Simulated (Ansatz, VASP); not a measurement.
## V2I in VASP and in Ansatz

POSCAR

```
V2I
1.0
    4.2161642383      0.0000000000      0.0000000000
   -2.1080821192      3.6513053369      0.0000000000
    0.0000000000      0.0000000000      3.4140655976
V I
2 1
Direct
    0.3333333333      0.6666666667      0.5000000000
    0.6666666667      0.3333333333      0.5000000000
    0.0000000000      0.0000000000      0.0000000000
```

File INCAR.step1:

```
ALGO = Normal
EDIFF = 1E-4
ENCUT = 600
GGA = PE
ISMEAR = 0
LASPH = T
LCHARG = F
LREAL = F
LWAVE = T
NELM = 60
PREC = Accurate
SIGMA = 0.1
```

The input INCAR.step2:

```
ALGO = Normal
EDIFF = 1E-7
EDIFFG = -0.04
ENCUT = 600
IBRION = 2
ISIF = 3
ISMEAR = 0
ISTART = 1
LASPH = T
LCHARG = F
LMIXTAU = T
LREAL = F
LWAVE = F
METAGGA = R2SCAN
NELM = 60
NSW = 90
PREC = Accurate
SIGMA = 0.1
```

Contents of KPOINTS:

```
k-points
0
Gamma
  6 6 6
```

Input for Ansatz:

```yaml
crystal:
  lattice:
    - [4.2161642383, 0.0, 0.0]
    - [-2.1080821192, 3.6513053369, 0.0]
    - [0.0, 0.0, 3.4140655976]
  atoms:
    - { symbol: V, position: [0.3333333333, 0.6666666667, 0.5] }
    - { symbol: V, position: [0.6666666667, 0.3333333333, 0.5] }
    - { symbol: I, position: [0.0, 0.0, 0.0] }
basis:
  ecutwfc: 500
kpoints:
  mp_grid: { grid: [6, 6, 6] }
hamiltonian:
  xc: r2scan
scf:
  occupations: { method: gaussian, width: 0.1 }
  lower_state_search: "off"
output:
  forces: true
  stress: true
  eigenvalues: true
relax:
  adjacent_minimum: "off"
  f_tol: 0.04
  max_steps: 70
  cell: { stress_tol: 0.4 }
```

Alike in both runs: task relaxation of cell and atoms; functional r2SCAN; k mesh 6 × 6 × 6; occupations gaussian, width 0.1 eV; no spin polarisation.

```csv
,VASP,Ansatz
version,VASP 6.6.1,Ansatz 0.2.0
potentials or method,"VASP PAW PBE potentials, release 64 (V_sv, I), cutoff 600 eV","scalar-relativistic, plane waves, PAW"
valence electrons in the cell,33,43
```

|  | VASP | Ansatz | Ansatz less VASP |
| --- | --- | --- | --- |
| gap on the k mesh at the Fermi level, each at its own relaxed structure (eV) | none | none | - |
| relaxed volume (Å³/atom) | 17.45 | 17.45 | -0.003 |
| relaxed cell length with the largest relative difference (Å) | 3.415 | 3.420 | +0.0043 |

VASP's potentials were made for PBE, not for r2SCAN. A gap of «none» marks a metal or a gap that the smearing closes. VASP's potentials hold 33 valence electrons a cell and Ansatz's 43, so a difference there can come from the potentials and not from the codes.

Spin-orbit coupling is off throughout.
